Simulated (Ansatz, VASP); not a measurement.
Two plane-wave programs on Zn

```
Zn
1.0
     2.74474    0.00000    0.00000
    -1.37237    2.37702    0.00000
     0.00000    0.00000    5.09510
Zn
2
Direct
  0.33333 0.66667 0.25000
  0.66667 0.33333 0.75000
```

Change from the starting cell: strain +0.030 along x and y, +0.030 along z, atoms carried along.

Alike in both runs: task single point; functional PBEsol; k mesh 24 × 24 × 10; occupations gaussian, width 0.15 eV; no spin polarisation.

```csv
,VASP,Ansatz
version,VASP 6.6.1,Ansatz 0.2.0
potentials or method,"VASP PAW PBE potentials, release 64 (Zn), cutoff 520 eV","scalar-relativistic, plane waves, PAW"
valence electrons in the cell,24,24
```

Ansatz gave:

* gap on the k mesh at the Fermi level (eV): none
* pressure (GPa): -9.6
* traceless stress, the component that is largest in VASP (GPa): 2.85

Which values does VASP return?

gap on the k mesh at the Fermi level (eV): none; pressure (GPa): -9.2; traceless stress, the component that is largest in VASP (GPa): 2.74.

VASP's potentials were made for PBE, not for PBEsol. A gap of «none» marks a metal or a gap that the smearing closes.
